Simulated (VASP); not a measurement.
# W (Im-3m) in VASP: further runs, part 2 of 2

VASP 6.6.1. Earlier steps stand in the parts before.

## 4. Relaxation of cell and atoms, PBEsol

File INCAR:

```
  PREC = Accurate
  ENCUT = 600
  EDIFF = 1E-7
  ISMEAR = 0
  SIGMA = 0.1
  LREAL = False
  LASPH = True
  NELM = 60
  ALGO = Fast
  ISIF = 3
  LWAVE = False
  LCHARG = False
  GGA = PS
  IBRION = 2
  NSW = 100
  EDIFFG = -0.002
```

File KPOINTS:

```
Automatic mesh
0
Gamma
  18 18 18
```

File POSCAR:

```
W
1.0
   -1.5777232504      1.5777232504      1.5777232504
    1.5777232504     -1.5777232504      1.5777232504
    1.5777232504      1.5777232504     -1.5777232504
W
1
Direct
    0.0000000000      0.0000000000      0.0000000000
```

Potentials or basis: VASP PAW PBE potentials, release 64 (W_sv).

Run with:

```
cat potpaw_PBE.64/W_sv/POTCAR > POTCAR
mpirun -np 1 vasp_std > vasp.out
```

OUTCAR:

```text
PREC = Accurate
   ENCUT = 600
   EDIFF = 1E-7
   ISMEAR = 0
   LREAL = False
   LASPH = True
   NELM = 60
   ISIF = 3
   GGA = PS
   IBRION = 2
   NSW = 100
   EDIFFG = -0.002

 ion  position               nearest neighbor table
   1  0.000  0.000  0.000-

  LATTYP: Found a body centered cubic cell.
 ALAT       =     3.1554465008

  Lattice vectors:

 A1 = (  -1.5777232504,   1.5777232504,   1.5777232504)
 A2 = (   1.5777232504,  -1.5777232504,   1.5777232504)
 A3 = (   1.5777232504,   1.5777232504,  -1.5777232504)

Analysis of symmetry for initial positions (statically):
=====================================================================
 Subroutine PRICEL returns:
 Original cell was already a primitive cell.

 Routine SETGRP: Setting up the symmetry group for a
 body centered cubic supercell.

 Subroutine GETGRP returns: Found 48 space group operations
 (whereof 48 operations were pure point group operations)
 out of a pool of 48 trial point group operations.

The static configuration has the point symmetry O_h .

Analysis of symmetry for dynamics (positions and initial velocities):
[... 168 lines left out ...]
  Total        0.0371555      0.0371555      0.0371555     -0.0000000      0.0000000     -0.0000000
  in kB        3.7894945      3.7894945      3.7894945     -0.0000000      0.0000000     -0.0000000
  external PRESSURE =       3.7894945 kB  Pullay stress =       0.0000000 kB
[... 57 lines left out ...]
--------------------------------------- Ionic step        3  -------------------------------------------

 number of electron      14.0000001 magnetization

 Free energy of the ion-electron system (eV)
  ---------------------------------------------------
  ext. energy  EPLUGINS =         0.00000000
  ---------------------------------------------------
  free energy    TOTEN  =       -13.80173464 eV

  energy without entropy =      -13.79829468  energy(sigma->0) =      -13.80001466

 E-fermi :  11.3818     XC(G=0): -13.8056

 val. band max:       11.3732320214   @ k =  -0.1667   0.1667   0.0556
 cond. band min:      11.3824801333   @ k =  -0.2778   0.3333   0.2222
 fundamental gap:      0.0092481119
 Fermi energy:        11.3817920568

 k-point     1 :       0.0000    0.0000    0.0000
  band No.  band energies     occupation
      1     -62.7442      2.00000
      2     -26.2901      2.00000
      3     -26.2901      2.00000
      4     -26.2901      2.00000
      5       1.6926      2.00000
      6      10.1425      2.00000
      7      10.1425      2.00000
      8      10.1425      2.00000
      9      13.6449      0.00000
     10      13.6449      0.00000
     11      25.9493      0.00000
[... 309 lines left out ...]
 k-point    24 :       0.3889    0.1111    0.0000
  band No.  band energies     occupation
      1     -62.6045      2.00000
      2     -27.5365      2.00000
      3     -26.7576      2.00000
      4     -26.3568      2.00000
      5       5.4949      2.00000
      6       7.9341      2.00000
      7      10.8181      2.00000
      8      13.4253      0.00000
      9      14.7723      0.00000
     10      17.9059      0.00000
     11      22.4131      0.00000

 [... further k-points ...]
[... 5 lines left out ...]
  --------------------------------------------------------------------------------------
  -------------------------------------------------------------------------------------
  Total        0.0009074      0.0009074      0.0009074      0.0000000     -0.0000000      0.0000000
  in kB        0.0924428      0.0924428      0.0924428      0.0000000     -0.0000000      0.0000000
  external PRESSURE =       0.0924428 kB  Pullay stress =       0.0000000 kB
[... 16 lines left out ...]
  FREE ENERGIE OF THE ION-ELECTRON SYSTEM (eV)
  ---------------------------------------------------
  free  energy   TOTEN  =       -13.8017346435 eV

  energy  without entropy=      -13.7982946829  energy(sigma->0) =      -13.80001466

 reached required accuracy - stopping structural energy minimisation
```

OSZICAR:

```text
N       E                     dE             d eps       ncg     rms          rms(c)
DAV:   1     0.843214069892E+02    0.84321E+02   -0.85285E+03  4298   0.159E+03
DAV:   2    -0.127277677516E+02   -0.97049E+02   -0.93793E+02  4608   0.361E+02
DAV:   3    -0.144784818148E+02   -0.17507E+01   -0.17312E+01  4884   0.465E+01
DAV:   4    -0.144879306643E+02   -0.94488E-02   -0.94450E-02  4635   0.372E+00
[... 24 lines left out ...]
RMM:   3    -0.138017174904E+02    0.36435E-03   -0.13694E-03  4297   0.417E-01    0.124E-01
RMM:   4    -0.138017348047E+02   -0.17314E-04   -0.96376E-05  4563   0.132E-01    0.293E-02
RMM:   5    -0.138017342299E+02    0.57478E-06   -0.24519E-05  4347   0.660E-02    0.503E-03
RMM:   6    -0.138017345558E+02   -0.32587E-06   -0.40878E-06  4570   0.290E-02    0.316E-03
RMM:   7    -0.138017346435E+02   -0.87688E-07   -0.61680E-07  3731   0.115E-02
   3 F= -.13801735E+02 E0= -.13800015E+02  d E =-.187213E-04
```

CONTCAR:

```text
W
   1.00000000000000
    -1.5783034307631372    1.5783034307631372    1.5783034307631372
     1.5783034307631372   -1.5783034307631372    1.5783034307631372
     1.5783034307631372    1.5783034307631372   -1.5783034307631372
  W
     1
Direct
     0.0000000000000000    0.0000000000000000    0.0000000000000000

  0.00000000E+00  0.00000000E+00  0.00000000E+00
```

Run time: 39 s. Hardware: 1 thread of Intel Xeon Platinum 8488C (Sapphire Rapids), shared host; peak memory 0.17 GiB.

What came out:

| Property | Result |
| --- | --- |
| Free energy | -13.8017 eV |
| Relaxed volume | 15.73 Å³/atom |
| Relaxed cell | a = 2.734 Å, b = 2.734 Å, c = 2.734 Å, α = 109.47°, β = 109.47°, γ = 109.47° |
| Space group after relaxing (to 0.05 Å) | Im-3m (No. 229) |
| Energy gained by relaxing | 0.0 meV/atom |
| Ionic steps | 3 |
| Pressure after relaxing | 0.0 GPa |
| Band gap on the k mesh | zero (band 7 reaches 16.63 eV, above the bottom of band 8 at 10.14 eV) |

Final structure:
```xyz
1
Lattice="-1.5783 1.5783 1.5783 1.5783 -1.5783 1.5783 1.5783 1.5783 -1.5783" Properties=species:S:1:pos:R:3 pbc="T T T"
W     0.0000    0.0000    0.0000
```

Levels at points of the mesh, in eV from the Fermi level:
| k point | band 4 | band 5 | band 6 | band 7 | band 8 | band 9 | band 10 | band 11 |
| --- | --- | --- | --- | --- | --- | --- | --- | --- |
| (0.00, 0.00, 0.00) | -37.67 | -9.69 | -1.24 | -1.24 | -1.24 | 2.26 | 2.26 | 14.57 |
| (0.50, 0.00, 0.00) | -37.68 | -6.33 | -3.60 | 0.73 | 2.17 | 3.15 | 6.25 | 11.53 |
| (0.50, 0.50, 0.50) | -38.60 | -5.91 | -5.91 | 5.24 | 5.24 | 5.24 | 8.33 | 8.33 |

Caveat: the PAW data sets were made with another functional, which shifts forces and pressure a little; spin-orbit coupling is left out, which moves the levels of the heavy elements.

## 5. Summary

| task | cell | k mesh | cutoff (eV) | gap on the mesh (eV) | pressure (GPa) |
| --- | --- | --- | --- | --- | --- |
| single point | a = 2.733 Å, angles 109.5°, 1 atom | 8 × 8 × 8 | 520 | none | 0.7 |
| single point | a = 2.732 Å, angles 109.5°, 1 atom | 18 × 18 × 18 | 520 | none | 0.6 |
| relaxation of cell and atoms | relaxed from a = 2.733 Å, angles 109.5°, 1 atom | 18 × 18 × 18 | 600 | none | 0.0 |

Alike in all rows: level PBEsol; potentials or basis VASP PAW PBE potentials, release 64 (W_sv); no spin polarisation; smearing gaussian 0.1 eV.

Caveats: the PAW data sets were made with another functional, which shifts forces and pressure a little; spin-orbit coupling is left out, which moves the levels of the heavy elements.

Total energies depend on the potentials used, so only differences within one code and one set of settings carry meaning.
